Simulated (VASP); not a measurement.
# TiN (Fm-3m) in VASP: further runs, part 2 of 2

VASP 6.6.1. Earlier steps stand in the parts before.

### 3 Single point, PBEsol, collinear spin (8.17 Å³/atom)

INCAR

```
SYSTEM = TiN
  ALGO = Normal
  EDIFF = 1E-6
  ENCUT = 520
  GGA = PS
  ISIF = 2
  ISMEAR = 0
  ISPIN = 2
  LASPH = .TRUE.
  LCHARG = .FALSE.
  LMAXMIX = 4
  LORBIT = 11
  LREAL = .FALSE.
  LWAVE = .FALSE.
  MAGMOM = 0.125 0
  NBANDS = 20
  NELM = 150
  NUPDOWN = 0.125
  PREC = Accurate
  SIGMA = 0.15
```

KPOINTS

```
k-points
0
G
  20 20 20
  0 0 0
```

POSCAR

```
TiN
1.0
    0.0000000000      2.0142318208      2.0142318208
    2.0142318208      0.0000000000      2.0142318208
    2.0142318208      2.0142318208      0.0000000000
Ti N
1 1
Direct
    0.0000000000      0.0000000000      0.0000000000
    0.5000000000      0.5000000000      0.5000000000
```

Potentials or basis: VASP PAW PBE potentials, release 64 (Ti_sv, N).

On the command line:

```sh
> cat potpaw_PBE.64/Ti_sv/POTCAR potpaw_PBE.64/N/POTCAR > POTCAR
> mpirun -np 1 vasp_std > vasp.out
```

OUTCAR:

```text
SYSTEM = TiN
   EDIFF = 1E-6
   ENCUT = 520
   GGA = PS
   ISIF = 2
   ISMEAR = 0
   ISPIN = 2
   LASPH = .TRUE.
   LORBIT = 11
   LREAL = .FALSE.
   NELM = 150
   NUPDOWN = 0.125
   PREC = Accurate

 ion  position               nearest neighbor table
   1  0.000  0.000  0.000-   2 2.01   2 2.01   2 2.01   2 2.01   2 2.01   2 2.01
   2  0.500  0.500  0.500-   1 2.01   1 2.01   1 2.01   1 2.01   1 2.01   1 2.01

  LATTYP: Found a face centered cubic cell.
 ALAT       =     4.0284636416

  Lattice vectors:

 A1 = (   0.0000000000,   2.0142318208,   2.0142318208)
 A2 = (   2.0142318208,   0.0000000000,   2.0142318208)
 A3 = (   2.0142318208,   2.0142318208,   0.0000000000)

Analysis of symmetry for initial positions (statically):
=====================================================================
 Subroutine PRICEL returns:
 Original cell was already a primitive cell.

 Routine SETGRP: Setting up the symmetry group for a
 face centered cubic supercell.

 Subroutine GETGRP returns: Found 48 space group operations
[... 751 lines left out ...]
      5      -4.4346      1.00000
      6      11.3246      1.00000
[... 541 lines left out ...]
     19      39.7897      0.00000
     20      41.8605      0.00000

 [... further k-points ...]

------------------------ aborting loop because EDIFF is reached ----------------------------------------

  FORCE on cell =-STRESS in cart. coord.  units (eV):
  Direction    XX          YY          ZZ          XY          YZ          ZX
  --------------------------------------------------------------------------------------
  -------------------------------------------------------------------------------------
  Total        5.1970198      5.1970198      5.1970198      0.0000000     -0.0000000      0.0000000
  in kB      509.4559032    509.4559032    509.4559032      0.0000000     -0.0000000      0.0000000
  external PRESSURE =     509.4559032 kB  Pullay stress =       0.0000000 kB

 VOLUME and BASIS-vectors are now :
 -----------------------------------------------------------------------------
  energy-cutoff  :      520.00
  volume of cell :       16.34
      direct lattice vectors                 reciprocal lattice vectors
     0.000000000  2.014231821  2.014231821    -0.248233592  0.248233592  0.248233592
     2.014231821  0.000000000  2.014231821     0.248233592 -0.248233592  0.248233592
     2.014231821  2.014231821  0.000000000     0.248233592  0.248233592 -0.248233592

 POSITION                                       TOTAL-FORCE (eV/Angst)
 -----------------------------------------------------------------------------------
      0.00000      0.00000      0.00000        -0.000000      0.000000      0.000000
      2.01423      2.01423      2.01423         0.000000     -0.000000     -0.000000
 -----------------------------------------------------------------------------------
    total drift:                                0.000000     -0.000000     -0.000000

  FREE ENERGIE OF THE ION-ELECTRON SYSTEM (eV)
  ---------------------------------------------------
  free  energy   TOTEN  =       -20.4528921340 eV

  energy  without entropy=      -20.4448294717  energy(sigma->0) =      -20.44886080

 total charge

# of ion       s       p       d       tot
------------------------------------------
    1        2.224   6.332   2.196  10.752
    2        1.257   2.594   0.000   3.851
--------------------------------------------------
tot          3.481   8.926   2.196  14.603

 magnetization (x)

# of ion       s       p       d       tot
------------------------------------------
    1        0.001   0.001   0.092   0.094
    2        0.000   0.009   0.000   0.009
--------------------------------------------------
tot          0.001   0.010   0.092   0.103
```

stdout:

```text
POSCAR found type information on POSCAR TiN
 POSCAR found :  2 types and       2 ions
 scaLAPACK will be used
 -----------------------------------------------------------------------------
|                                                                             |
|                                                                             |
|     You enforced a specific xc type in the INCAR file but a different       |
|     I HOPE YOU KNOW WHAT YOU ARE DOING!                                     |
|                                                                             |
 -----------------------------------------------------------------------------

 LDA part: xc-table for (Slater+PW92), standard interpolation
 POSCAR, INCAR and KPOINTS ok, starting setup
 FFT: planning ... GRIDC
 FFT: planning ... GRID_SOFT
 FFT: planning ... GRID
 WAVECAR not read
 entering main loop
```

It took 2.6 min on 1 thread of Intel Xeon 8259CL, shared host; peak memory 0.25 GiB.

What came out:

- Free energy: -20.4529 eV
- Pressure: 50.9 GPa
- Net moment: 0.12 μB per cell
- Site moments: Ti +0.09; N +0.01 μB
- Valence electrons inside the program's atomic spheres: Ti 10.75; N 3.85

Caveat: the cell stands under pressure; the PAW data sets were made with another functional, which shifts forces and pressure a little; the total moment is fixed, so each spin has its own Fermi level.

### 4 Single point, PBEsol, collinear spin (8.17 Å³/atom)

INCAR

```
PREC     = Accurate       # precision mode
ENCUT    = 520            # plane-wave cutoff, eV
EDIFF    = 1E-6           # SCF threshold, eV
ISMEAR   = 0              # smearing method
SIGMA    = 0.15           # smearing width, eV
LREAL    = False          # projectors in reciprocal space
LASPH    = True           # aspherical terms in the spheres
NELM     = 150            # most SCF steps
ALGO     = Normal         # electronic algorithm
ISIF     = 2              # what is computed and relaxed
LWAVE    = False          # write WAVECAR
LCHARG   = False          # write CHGCAR
ISPIN    = 2              # spin polarisation
MAGMOM   = 0.375 0        # initial moments
LORBIT   = 11             # projections on sites
NUPDOWN  = 0.375          # fixed moment
LMAXMIX  = 4              # l up to which the mixer works
GGA      = PS             # functional
NBANDS   = 20             # bands
```

KPOINTS

```
Automatic mesh
0
Gamma
  20 20 20
```

POSCAR is that of step 3.

On the command line:

```sh
> cat potpaw_PBE.64/Ti_sv/POTCAR potpaw_PBE.64/N/POTCAR > POTCAR
> mpirun -np 1 vasp_std > vasp.out
```

Run time: 2.8 min. Hardware: 1 thread of Intel Xeon 8259CL, shared host; peak memory 0.25 GiB.

It converged, with:

| Property | Result |
| --- | --- |
| Free energy | -20.3826 eV |
| Pressure | 52.2 GPa |
| Net moment | 0.38 μB per cell |
| Site moments | Ti +0.28; N +0.03 μB |
| Valence electrons inside the program's atomic spheres | Ti 10.75; N 3.85 |

Caveat: the cell stands under pressure; the PAW data sets were made with another functional, which shifts forces and pressure a little; the total moment is fixed, so each spin has its own Fermi level.

### 5 The runs side by side

| fixed moment (μB) | pressure (GPa) | moment (μB) |
| --- | --- | --- |
| 0.75 | 56.5 | 0.75 |
| 0.125 | 50.9 | 0.12 |
| 0.375 | 52.2 | 0.38 |

Alike in all rows: task single point; level PBEsol; potentials or basis VASP PAW PBE potentials, release 64 (Ti_sv, N); spin collinear; cell as given; k mesh 20 × 20 × 20; cutoff (eV) 520; smearing gaussian 0.15 eV.

Caveats: the cell stands under pressure; the PAW data sets were made with another functional, which shifts forces and pressure a little; the total moment is fixed, so each spin has its own Fermi level.

Absolute energies hang on the potentials; compare differences alone.
